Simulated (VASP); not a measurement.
# ZrS (I4/mmm) in VASP: notebook

The runs below take ZrS through single point, with PBEsol.

Program: VASP 6.6.1. These are calculated values, not measurements. Logs are shortened: lines on timing, memory, paths and dates and some standing lists are left out, and cuts for length are marked.

## (1) The cell of the first run

Symmetry: I4/mmm, No. 139, tetragonal system. The conventional cell has a = 3.712 Å, b = 3.712 Å, c = 4.725 Å, α = 90.00°, β = 90.00°, γ = 90.00°. Zr (site symmetry 4/mmm) has 6 S at 2.36 to 2.62 Å within 3.1 Å. Within 3.1 Å of S (site symmetry 4/mmm) lie 6 Zr at 2.36 to 2.62 Å.

## (2) Single point, PBEsol (strain -0.1000 x Voigt [0, 1, 0, 0, 0, 0])

File INCAR:

```
PREC = Accurate
ENCUT = 520
EDIFF = 1E-6
ISMEAR = 0
SIGMA = 0.15
LREAL = False
LASPH = True
NELM = 100
ALGO = Normal
ISIF = 2
LWAVE = False
LCHARG = True
GGA = PS
LELF = True
LVHAR = True
NBANDS = 16
```

File KPOINTS:

```
Automatic mesh
0
Gamma
  16 16 16
```

File POSCAR:

```
ZrS
1.0
    0.0000000000      2.3625000000      2.6250000000
    2.6250000000      0.0000000000      2.6250000000
    2.6250000000      2.3625000000      0.0000000000
Zr S
1 1
Direct
    0.0000000000      0.0000000000      0.0000000000
    0.5000000000      0.5000000000      0.5000000000
```

Potentials or basis: VASP PAW PBE potentials, release 64 (Zr_sv, S).

Command:

```console
$ cat potpaw_PBE.64/Zr_sv/POTCAR potpaw_PBE.64/S/POTCAR > POTCAR
$ mpirun -np 1 vasp_std > vasp.out
```

OUTCAR:

```text
PREC = Accurate
   ENCUT = 520
   EDIFF = 1E-6
   ISMEAR = 0
   LREAL = False
   LASPH = True
   NELM = 100
   ISIF = 2
   GGA = PS

 ion  position               nearest neighbor table
   1  0.000  0.000  0.000-   2 2.36   2 2.36   2 2.62   2 2.62   2 2.62   2 2.62
   2  0.500  0.500  0.500-   1 2.36   1 2.36   1 2.62   1 2.62   1 2.62   1 2.62

  LATTYP: Found a body centered tetragonal cell.
 ALAT       =     3.7123106012
 C/A-ratio  =     1.2727922061

  Lattice vectors:

 A1 = (   0.0000000000,  -2.3625000000,   2.6250000000)
 A2 = (   0.0000000000,  -2.3625000000,  -2.6250000000)
 A3 = (   2.6250000000,   2.3625000000,   0.0000000000)

Analysis of symmetry for initial positions (statically):
=====================================================================
 Subroutine PRICEL returns:
 Original cell was already a primitive cell.

 Routine SETGRP: Setting up the symmetry group for a
 body centered tetragonal supercell.

 Subroutine GETGRP returns: Found 16 space group operations
 (whereof 16 operations were pure point group operations)
 out of a pool of 16 trial point group operations.

The static configuration has the point symmetry D_4h.

Analysis of symmetry for dynamics (positions and initial velocities):
=====================================================================
 Subroutine PRICEL returns:
 Original cell was already a primitive cell.

 Routine SETGRP: Setting up the symmetry group for a
 body centered tetragonal supercell.

 Subroutine GETGRP returns: Found 16 space group operations
 (whereof 16 operations were pure point group operations)
 out of a pool of 16 trial point group operations.

The dynamic configuration has the point symmetry D_4h.

 Subroutine INISYM returns: Found 16 space group operations
 (whereof 16 operations are pure point group operations),
 and found     1 'primitive' translations

----------------------------------------------------------------------------------------

                                     Primitive cell

  volume of cell :      32.5582

  direct lattice vectors                    reciprocal lattice vectors
     0.000000000  2.362500000  2.625000000    -0.190476190  0.211640212  0.190476190
     2.625000000  0.000000000  2.625000000     0.190476190 -0.211640212  0.190476190
     2.625000000  2.362500000  0.000000000     0.190476190  0.211640212 -0.190476190

  length of vectors
     3.531576312  3.712310601  3.531576312     0.342569610  0.342569610  0.342569610

  position of ions in fractional coordinates (direct lattice)
     0.000000000  0.000000000  0.000000000
     0.500000000  0.500000000  0.500000000

  ion indices of the primitive-cell ions
   primitive index   ion index
                 1           1
                 2           2

----------------------------------------------------------------------------------------

 KPOINTS: Automatic mesh

Automatic generation of k-mesh.
 Grid dimensions read from file:
 generate k-points for:   16   16   16

 Generating k-lattice:

  Cartesian coordinates                     Fractional coordinates (reciprocal lattice)
    -0.011904762  0.013227513  0.011904762     0.062500000  0.000000000  0.000000000
     0.011904762 -0.013227513  0.011904762     0.000000000  0.062500000  0.000000000
     0.011904762  0.013227513 -0.011904762     0.000000000  0.000000000  0.062500000

  Length of vectors
     0.021410601  0.021410601  0.021410601

  Shift w.r.t. Gamma in fractional coordinates (k-lattice)
     0.000000000  0.000000000  0.000000000

 Subroutine IBZKPT returns following result:
 ===========================================

 Found    349 irreducible k-points:

 Following reciprocal coordinates:
            Coordinates               Weight
  0.000000  0.000000  0.000000      1.000000
  0.062500  0.000000  0.000000      8.000000
  0.125000  0.000000  0.000000      8.000000
  0.187500  0.000000  0.000000      8.000000
  0.250000  0.000000  0.000000      8.000000
  0.312500  0.000000  0.000000      8.000000
[... 16 lines left out ...]
 -0.125000  0.062500  0.000000     16.000000
 -0.062500  0.062500 -0.000000      8.000000
 [... further k-points ...]
   k-points           NKPTS =    349   k-points in BZ     NKDIM =    349   number of bands    NBANDS=     16
   number of dos      NEDOS =    301   number of ions     NIONS =      2
   total plane-waves  NPLWV =  21952
   dimension x,y,z NGX =    28 NGY =   28 NGZ =   28
   dimension x,y,z NGXF=    56 NGYF=   56 NGZF=   56
   ions per type =               1   1
   NGX,Y,Z   is equivalent  to a cutoff of  13.18, 12.54, 13.18 a.u.
   NGXF,Y,Z  is equivalent  to a cutoff of  26.36, 25.08, 26.36 a.u.
 SYSTEM =  unknown system
   PREC   = accura    normal or accurate (medium, high low for compatibility)
   ISTART =      0    job   : 0-new  1-cont  2-samecut
   ICHARG =      2    charge: 1-file 2-atom 10-const
   ISPIN  =      1    spin polarized calculation?
   LNONCOLLINEAR =      F non collinear calculations
   LSORBIT =      F    spin-orbit coupling
   LASPH  =      T    aspherical Exc in radial PAW
   ENCUT  =  520.0 eV  38.22 Ry    6.18 a.u.   6.57  6.90  6.57*2*pi/ulx,y,z
   NELM   =    100;   NELMIN=  2; NELMDL= -5     # of ELM steps
   EDIFF  = 0.1E-05   stopping-criterion for ELM
   LREAL  =      F    real-space projection
[... 7 lines left out ...]
   TEBEG  =    0.0;   TEEND  =   0.0 temperature during run
   PSTRESS=    0.0 pullay stress
   NELECT =      18.0000    total number of electrons
   NUPDOWN=      -1.0000    fix difference up-down
   EMIN   =  10.00;   EMAX   =-10.00  energy-range for DOS
   EFERMI =   0.00;   METHOD = LEGACY
   ISMEAR =     0;   SIGMA  =   0.15  broadening in eV -4-tet -1-fermi 0-gaus
   EFERMI_NEDOS =   21; number of points for ismear=-14 and -15
   IALGO  =     38    algorithm
   IMIX   =      4    mixing-type and parameters
     AMIX     =   0.40;   BMIX     =  1.00
     AMIX_MAG =   1.60;   BMIX_MAG =  1.00
  volume/ion in A,a.u.               =      16.28       109.86
  Fermi-wavevector in a.u.,A,eV,Ry     =   1.343627  2.539088 24.563069  1.805335
  Thomas-Fermi vector in A             =   2.471686
   LORBIT       =      0    0 simple, 1 ext, 2 COOP (PROOUT), +10 PAW based schemes
   GGA     = PS    functional components
   LHFCALC =     F    Hartree Fock is set to
   AEXX    =    0.0000 exact exchange contribution
   IVDW    =     0    specifies the selected vdW correction
   LEPSILON=     F    determine dielectric tensor
   LRPA    =     F    only Hartree local field effects (RPA)
 non-spin polarized calculation
 Gauss-broadening in eV      SIGMA  =   0.15
  energy-cutoff  :      520.00
  volume of cell :       32.56
 maximum number of plane-waves:       889
 NGX is ok and might be reduce to    28
   NGX = 13   NGY = 13   NGZ = 13

 number of electron      18.0000001 magnetization

 Free energy of the ion-electron system (eV)
  ---------------------------------------------------
  ext. energy  EPLUGINS =         0.00000000
  ---------------------------------------------------
  free energy    TOTEN  =       -16.11596797 eV

  energy without entropy =      -16.10370355  energy(sigma->0) =      -16.10983576

 E-fermi :  11.8846     XC(G=0): -11.9533

 val. band max:       11.8720697051   @ k =   0.3125   0.1875   0.0625
 cond. band min:      11.8913448770   @ k =   0.2500  -0.4375   0.1875
 fundamental gap:      0.0192751719
 Fermi energy:        11.8845522713

 k-point     1 :       0.0000    0.0000    0.0000
  band No.  band energies     occupation
      1     -37.6673      2.00000
      2     -15.7967      2.00000
      3     -15.6370      2.00000
      4     -15.6370      2.00000
      5      -4.3819      2.00000
      6       8.2738      2.00000
[... 8 lines left out ...]
     15      19.1816      0.00000
     16      24.2237      0.00000

 k-point     2 :       0.0625    0.0000    0.0000
  band No.  band energies     occupation
      1     -37.6656      2.00000
      2     -15.8083      2.00000
      3     -15.6488      2.00000
      4     -15.6403      2.00000
      5      -4.3157      2.00000
      6       7.9240      2.00000
[... 8 lines left out ...]
     15      19.3811      0.00000
     16      23.9712      0.00000

 k-point     3 :       0.1250    0.0000    0.0000
  band No.  band energies     occupation
      1     -37.6605      2.00000
      2     -15.8491      2.00000
      3     -15.6735      2.00000
      4     -15.6497      2.00000
      5      -4.1238      2.00000
      6       7.1830      2.00000
[... 8 lines left out ...]
     15      19.9046      0.00000
     16      23.3247      0.00000

 k-point     4 :       0.1875    0.0000    0.0000
  band No.  band energies     occupation
      1     -37.6530      2.00000
      2     -15.9248      2.00000
      3     -15.6938      2.00000
      4     -15.6637      2.00000
      5      -3.8258      2.00000
      6       6.3232      2.00000
[... 8 lines left out ...]
     15      20.4088      0.00000
     16      22.7941      0.00000

 k-point     5 :       0.2500    0.0000    0.0000
  band No.  band energies     occupation
      1     -37.6441      2.00000
      2     -16.0230      2.00000
      3     -15.7058      2.00000
      4     -15.6801      2.00000
      5      -3.4527      2.00000
      6       5.4539      2.00000
[... 8 lines left out ...]
     15      20.4597      0.00000
     16      21.9885      0.00000

 k-point     6 :       0.3125    0.0000    0.0000
  band No.  band energies     occupation
      1     -37.6351      2.00000
      2     -16.1231      2.00000
      3     -15.7128      2.00000
      4     -15.6964      2.00000
      5      -3.0470      2.00000
      6       4.6519      2.00000
[... 8 lines left out ...]
     15      20.5547      0.00000
     16      20.5820      0.00000

 k-point     7 :       0.3750    0.0000    0.0000
  band No.  band energies     occupation
      1     -37.6275      2.00000
      2     -16.2076      2.00000
      3     -15.7169      2.00000
      4     -15.7102      2.00000
      5      -2.6659      2.00000
      6       3.9872      2.00000
[... 8 lines left out ...]
     15      19.2304      0.00000
     16      20.0235      0.00000

 k-point     8 :       0.4375    0.0000    0.0000
  band No.  band energies     occupation
      1     -37.6224      2.00000
      2     -16.2634      2.00000
      3     -15.7194      2.00000
      4     -15.7192      2.00000
      5      -2.3836      2.00000
      6       3.5358      2.00000
[... 8 lines left out ...]
     15      18.2896      0.00000
     16      19.3167      0.00000

 k-point     9 :       0.5000    0.0000    0.0000
  band No.  band energies     occupation
      1     -37.6206      2.00000
      2     -16.2829      2.00000
      3     -15.7226      2.00000
      4     -15.7199      2.00000
      5      -2.2774      2.00000
      6       3.3735      2.00000
[... 8 lines left out ...]
     15      18.7700      0.00000
     16      18.9747      0.00000
[... 172 lines left out ...]
 k-point    19 :      -0.3750    0.0625    0.0000
  band No.  band energies     occupation
      1     -37.6244      2.00000
      2     -16.2327      2.00000
      3     -15.7284      2.00000
      4     -15.7153      2.00000
      5      -2.5199      2.00000
      6       3.7955      2.00000
[... 8 lines left out ...]
     15      18.8875      0.00000
     16      19.7834      0.00000

 k-point    20 :      -0.3125    0.0625    0.0000
  band No.  band energies     occupation
      1     -37.6309      2.00000
      2     -16.1641      2.00000
      3     -15.7182      2.00000
      4     -15.7071      2.00000
      5      -2.8460      2.00000
      6       4.3482      2.00000
[... 8 lines left out ...]
     15      19.8366      0.00000
     16      20.6857      0.00000

 k-point    21 :      -0.2500    0.0625   -0.0000
  band No.  band energies     occupation
      1     -37.6393      2.00000
      2     -16.0746      2.00000
      3     -15.7059      2.00000
      4     -15.6951      2.00000
      5      -3.2333      2.00000
      6       5.0684      2.00000
[... 8 lines left out ...]
     15      20.5733      0.00000
     16      21.2120      0.00000

 k-point    22 :      -0.1875    0.0625   -0.0000
  band No.  band energies     occupation
      1     -37.6483      2.00000
      2     -15.9789      2.00000
      3     -15.6927      2.00000
      4     -15.6793      2.00000
      5      -3.6170      2.00000
      6       5.8771      2.00000
[... 8 lines left out ...]
     15      20.5445      0.00000
     16      22.2980      0.00000

 k-point    23 :      -0.1250    0.0625    0.0000
  band No.  band energies     occupation
      1     -37.6564      2.00000
      2     -15.8947      2.00000
      3     -15.6766      2.00000
      4     -15.6630      2.00000
      5      -3.9477      2.00000
      6       6.6806      2.00000
[... 8 lines left out ...]
     15      20.2489      0.00000
     16      23.3653      0.00000

 k-point    24 :      -0.0625    0.0625   -0.0000
  band No.  band energies     occupation
      1     -37.6625      2.00000
      2     -15.8368      2.00000
      3     -15.6587      2.00000
      4     -15.6491      2.00000
      5      -4.1889      2.00000
      6       7.3916      2.00000
[... 8 lines left out ...]
     15      19.7105      0.00000
     16      23.8299      0.00000

 [... further k-points ...]

------------------------ aborting loop because EDIFF is reached ----------------------------------------

  FORCE on cell =-STRESS in cart. coord.  units (eV):
  Direction    XX          YY          ZZ          XY          YZ          ZX
  --------------------------------------------------------------------------------------
  -------------------------------------------------------------------------------------
  Total       -0.3796058     10.1347892     -0.3796058      0.0000000      0.0000000      0.0000000
  in kB      -18.6802624    498.7292872    -18.6802624      0.0000000      0.0000000      0.0000000
  external PRESSURE =     153.7895875 kB  Pullay stress =       0.0000000 kB

 VOLUME and BASIS-vectors are now :
 -----------------------------------------------------------------------------
  energy-cutoff  :      520.00
  volume of cell :       32.56
      direct lattice vectors                 reciprocal lattice vectors
     0.000000000  2.362500000  2.625000000    -0.190476190  0.211640212  0.190476190
     2.625000000  0.000000000  2.625000000     0.190476190 -0.211640212  0.190476190
     2.625000000  2.362500000  0.000000000     0.190476190  0.211640212 -0.190476190

 POSITION                                       TOTAL-FORCE (eV/Angst)
 -----------------------------------------------------------------------------------
      0.00000      0.00000      0.00000         0.000000     -0.000000      0.000000
      2.62500      2.36250      2.62500         0.000000      0.000000      0.000000
 -----------------------------------------------------------------------------------
    total drift:                                0.000000      0.000000      0.000000

  FREE ENERGIE OF THE ION-ELECTRON SYSTEM (eV)
  ---------------------------------------------------
  free  energy   TOTEN  =       -16.1159679696 eV

  energy  without entropy=      -16.1037035483  energy(sigma->0) =      -16.10983576
```

Wall time 73 s (1 thread of Intel Xeon 6975P-C (Granite Rapids), shared host); peak memory 0.29 GiB.

What came out:

| Property | Result |
| --- | --- |
| Free energy | -16.1160 eV |
| Pressure | 15.4 GPa |
| Band gap on the k mesh | zero (bands 9 and 10 overlap by 3.47 eV) |

Caveat: the cell differs from its parent crystal (strain -0.1000 x Voigt [0, 1, 0, 0, 0, 0]); the stress differs along the axes, from -2 to 50 GPa; the PAW data sets were made with another functional, which shifts forces and pressure a little.

## (3) Single point, PBEsol (strain -0.0750 x Voigt [0, 1, 0, 0, 0, 0])

File INCAR:

```
ALGO     = Normal         # electronic algorithm
EDIFF    = 1E-6           # SCF threshold, eV
ENCUT    = 520            # plane-wave cutoff, eV
GGA      = PS             # functional
ISIF     = 2              # what is computed and relaxed
ISMEAR   = 0              # smearing method
LASPH    = True           # aspherical terms in the spheres
LCHARG   = False          # write CHGCAR
LREAL    = False          # projectors in reciprocal space
LWAVE    = False          # write WAVECAR
NBANDS   = 16             # bands
NELM     = 100            # most SCF steps
PREC     = Accurate       # precision mode
SIGMA    = 0.15           # smearing width, eV
```

File KPOINTS:

```
k-points
0
Gamma
  16 16 16
```

File POSCAR:

```
ZrS
1.0
    0.0000000000      2.4281250000      2.6250000000
    2.6250000000      0.0000000000      2.6250000000
    2.6250000000      2.4281250000      0.0000000000
Zr S
1 1
Direct
    0.0000000000      0.0000000000      0.0000000000
    0.5000000000      0.5000000000      0.5000000000
```

Potentials or basis: VASP PAW PBE potentials, release 64 (Zr_sv, S).

Command:

```console
$ cat potpaw_PBE.64/Zr_sv/POTCAR potpaw_PBE.64/S/POTCAR > POTCAR
$ mpirun -np 1 vasp_std > vasp.out
```

Run time: 68 s. Hardware: 1 thread of Intel Xeon 6975P-C (Granite Rapids), shared host; peak memory 0.3 GiB.

It converged, with:

- Free energy: -16.3365 eV
- Pressure: 7.7 GPa
- Band gap on the k mesh: zero (bands 9 and 10 overlap by 3.30 eV)

Stress tensor (GPa, compression positive):
```
-2.95  0.00  0.00
 0.00 29.07  0.00
 0.00  0.00 -2.95
```

Levels at points of the mesh, in eV from the Fermi level:
```tsv
k point	band 6	band 7	band 8	band 9	band 10	band 11	band 12	band 13
(0.00, 0.00, 0.00)	-3.59	-3.59	-3.24	-1.79	-1.79	-0.94	-0.91	-0.88
(0.50, 0.00, 0.00)	-8.40	-6.32	-6.27	1.52	1.91	1.94	2.20	5.58
(0.50, 0.50, 0.00)	-6.52	-4.40	-4.18	-3.81	0.35	2.45	2.89	3.26
(0.50, 0.00, 0.50)	-5.87	-4.72	-4.72	-3.79	0.87	2.56	2.56	3.21
```

Caveat: the cell differs from its parent crystal (strain -0.0750 x Voigt [0, 1, 0, 0, 0, 0]); the stress differs along the axes, from -3 to 29 GPa; the PAW data sets were made with another functional, which shifts forces and pressure a little.

## (4) Single point, PBEsol (strain -0.0500 x Voigt [0, 1, 0, 0, 0, 0])

File INCAR:

```
PREC = Accurate ; ENCUT = 520
EDIFF = 1E-6 ; ISMEAR = 0
SIGMA = 0.15 ; LREAL = F
LASPH = T ; NELM = 60
ALGO = Normal ; ISIF = 2
LWAVE = F ; LCHARG = F
GGA = PS ; NBANDS = 16
```

File KPOINTS:

```
regular mesh
0
Gamma
  16 16 16
```

File POSCAR:

```
ZrS
1.0
    0.0000000000      2.4937500000      2.6250000000
    2.6250000000      0.0000000000      2.6250000000
    2.6250000000      2.4937500000      0.0000000000
Zr S
1 1
Direct
    0.0000000000      0.0000000000      0.0000000000
    0.5000000000      0.5000000000      0.5000000000
```

Command:

```console
$ cat potpaw_PBE.64/Zr_sv/POTCAR potpaw_PBE.64/S/POTCAR > POTCAR
$ mpirun -np 1 vasp_std > vasp.out
```

Wall time 67 s (1 thread of Intel Xeon 6975P-C (Granite Rapids), shared host); peak memory 0.3 GiB.

The run converged. Its results:

| Item | Value |
| --- | --- |
| Free energy | -16.4557 eV |
| Pressure | 1.8 GPa |
| Band gap on the k mesh | zero (bands 9 and 10 overlap by 3.14 eV) |

Stress tensor (GPa, compression positive):
```
-4.22  0.00  0.00
 0.00 13.80  0.00
 0.00  0.00 -4.22
```

Levels at points of the mesh, in eV from the Fermi level:
| k point | band 5 | band 6 | band 7 | band 8 | band 9 | band 10 | band 11 | band 12 | band 13 | band 14 |
| --- | --- | --- | --- | --- | --- | --- | --- | --- | --- | --- |
| (0.00, 0.00, 0.00) | -16.05 | -3.56 | -3.56 | -3.37 | -1.64 | -1.64 | -1.08 | -0.84 | -0.76 | 2.42 |
| (0.50, 0.00, 0.00) | -14.27 | -8.27 | -6.19 | -6.15 | 1.50 | 1.74 | 1.92 | 2.02 | 5.65 | 5.68 |
| (0.50, 0.50, 0.00) | -15.18 | -6.44 | -4.42 | -4.32 | -3.69 | 0.42 | 2.42 | 2.73 | 3.08 | 3.75 |
| (0.50, 0.00, 0.50) | -15.13 | -6.05 | -4.63 | -4.63 | -3.67 | 0.73 | 2.51 | 2.51 | 3.04 | 3.78 |

Caveat: the cell differs from its parent crystal (strain -0.0500 x Voigt [0, 1, 0, 0, 0, 0]); the stress differs along the axes, from -4 to 14 GPa; the PAW data sets were made with another functional, which shifts forces and pressure a little.

[end of part 1 of 2]
